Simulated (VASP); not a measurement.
Wanted: the native input for a VASP 6.6.1 run.

```
Task                   : single point
Functional             : PBEsol
Potentials or basis    : VASP PAW PBE potentials, release 64 (C)
Cutoff                 : 520 eV
k mesh                 : 12 × 12 × 12
Occupations            : fermi-dirac, width 0.05 eV
Spin                   : no spin polarisation
Dipole correction      : no
Further INCAR settings : ALGO = Normal; EDIFF = 1e-06; NBANDS = 11
```

The structure of C lies in POSCAR:

```
C
1.0
    1.2295217162      0.7098629197      3.5629300869
   -1.2295217162      0.7098629197      3.5629300869
    0.0000000000     -1.4197311619      3.5629290265
C
2
Direct
    0.8333775065      0.8333775065      0.8333775065
    0.1666224935      0.1666224935      0.1666224935
```

These files were run (other wordings do the same):

INCAR

```
PREC = Accurate
ENCUT = 520
EDIFF = 1E-6
ISMEAR = -1
SIGMA = 0.05
LREAL = False
LASPH = True
NELM = 100
ALGO = Normal
ISIF = 2
LWAVE = False
LCHARG = False
GGA = PS
NBANDS = 11
```

KPOINTS

```
regular mesh
0
Gamma
  12 12 12
```

Potentials or basis: VASP PAW PBE potentials, release 64 (C).

The run is started by

```sh
$ cat potpaw_PBE.64/C/POTCAR > POTCAR
$ mpirun -np 1 vasp_std > vasp.out
```

It gave:

```
Pressure               : 0.6 GPa
Band gap on the k mesh : 0.47 eV, direct
```

Caveat: the PAW data sets were made with another functional, which shifts forces and pressure a little.

Wall time 34 s on 1 thread of AMD EPYC 9R45 96-Core Processor (Zen 5) (shared host), peak memory 0.14 GiB.
